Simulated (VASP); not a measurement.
**TlCl: single point with PBE**

TlCl:

```
CELL_PARAMETERS angstrom
3.83400 0.00000 0.00000
0.00000 3.83400 0.00000
0.00000 0.00000 3.83400
ATOMIC_POSITIONS crystal
Tl 0.00000 0.00000 0.00000
Cl 0.50000 0.50000 0.50000
```

```yaml
Program: VASP 6.6.1
Task: single point
Functional: PBE
Potentials_or_basis: VASP PAW PBE potentials, release 64 (Tl_d, Cl)
Cutoff: 500 eV
k_mesh: 8 × 8 × 8
Occupations: gaussian, width 0.05 eV
Spin: non-collinear spin, zero start, spin-orbit coupling
Starting_moments: "[[0.0, 0.0, 0.0], [0.0, 0.0, 0.0]] μB"
Dipole_correction: no
Further_INCAR_settings: ALGO = Normal; EDIFF = 1e-06; NBANDS = 32
```

| Quantity | Value |
| --- | --- |
| Pressure | 1.1 GPa |
| Net moment | 0.00 μB per cell |
| Valence electrons inside the program's atomic spheres | Tl 11.11; Cl 5.10 |

Moments on the atoms (μB; x, y, z):
```
Tl  0.00 0.00 0.00
Cl  0.00 0.00 0.00
```

It took 3.7 min on 1 thread of Oxide Virtual Turin-like Processor (shared host), peak memory 0.26 GiB.
